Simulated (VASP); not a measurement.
Set up this calculation in VASP 6.6.1, as the native input.

- Task: single point
- Functional: r2SCAN
- Potentials or basis: VASP PAW PBE potentials, release 64 (Al, N)
- Cutoff: 520 eV
- k mesh: 5 × 7 × 3
- Occupations: gaussian, width 0.05 eV
- Spin: no spin polarisation
- Dipole correction: no
- Further INCAR settings: ALGO = Normal; EDIFF = 1e-06; NBANDS = 36

The system is AlN.

```
Al N
1.0
     4.36980    0.00000    0.00000
     0.00000    2.18490   -2.18490
     0.00000    6.73148    6.73148
Al N
6 6
Direct
  0.00000 0.00000 0.24342
  0.50000 0.50000 0.40571
  0.00000 0.00000 0.56800
  0.50000 0.50000 0.73029
  0.00000 0.00000 0.89258
  0.50000 0.50000 0.08113
  0.75000 0.00000 0.40571
  0.25000 0.50000 0.56800
  0.75000 0.00000 0.73029
  0.25000 0.50000 0.89258
  0.75000 0.00000 0.08113
  0.25000 0.50000 0.24342
```

This cell differs from its parent crystal: the distance across one plane changed.

These files were run (other wordings do the same):

POSCAR

```
AlN
1.0
    4.3698012523      0.0000000000      0.0000000000
    0.0000000000      2.1849006262     -2.1849006262
    0.0000000000      6.7314785738      6.7314785738
Al N
6 6
Direct
    0.0000000000      0.0000000000      0.2434184714
    0.5000000000      0.5000000000      0.4057082716
    0.0000000000      0.0000000000      0.5679980719
    0.5000000000      0.5000000000      0.7302878721
    0.0000000000      0.0000000000      0.8925776724
    0.5000000000      0.5000000000      0.0811286711
    0.7500000000      0.0000000000      0.4057082716
    0.2500000000      0.5000000000      0.5679980719
    0.7500000000      0.0000000000      0.7302878721
    0.2500000000      0.5000000000      0.8925776724
    0.7500000000      0.0000000000      0.0811286711
    0.2500000000      0.5000000000      0.2434184714
```

INCAR.step1

```
PREC = Accurate ; ENCUT = 520
ISMEAR = 0 ; SIGMA = 0.05
LREAL = F ; LASPH = T
NELM = 60 ; NBANDS = 36
GGA = PE ; ALGO = Normal
EDIFF = 1E-4 ; LWAVE = T
LCHARG = F
```

INCAR.step2

```
PREC = Accurate ; ENCUT = 520
EDIFF = 1E-6 ; ISMEAR = 0
SIGMA = 0.05 ; LREAL = F
LASPH = T ; NELM = 60
ALGO = Normal ; ISIF = 2
LWAVE = F ; LCHARG = F
METAGGA = R2SCAN ; LMIXTAU = T
NBANDS = 36 ; ISTART = 1
```

KPOINTS

```
regular mesh
0
Gamma
  5 7 3
```

Potentials or basis: VASP PAW PBE potentials, release 64 (Al, N).

Command:

```console
$ cat potpaw_PBE.64/Al/POTCAR potpaw_PBE.64/N/POTCAR > POTCAR
$ cp INCAR.step1 INCAR
$ mpirun -np 1 vasp_std > vasp.out
$ cp INCAR.step2 INCAR
$ mpirun -np 1 vasp_std > vasp.out
```

Results of the run:

```
Pressure               : -4.4 GPa
Largest force          : 1.313 eV/Å
Band gap on the k mesh : 3.75 eV
```

Caveat: the cell differs from its parent crystal (the distance across one plane changed); the cell stands under tension; the PAW data sets were made with another functional, which shifts forces and pressure a little.

Run time: 2.4 min on 1 thread of Intel(R) Xeon(R) 6975P-C (Granite Rapids), on a shared host, peak memory 0.27 GiB.
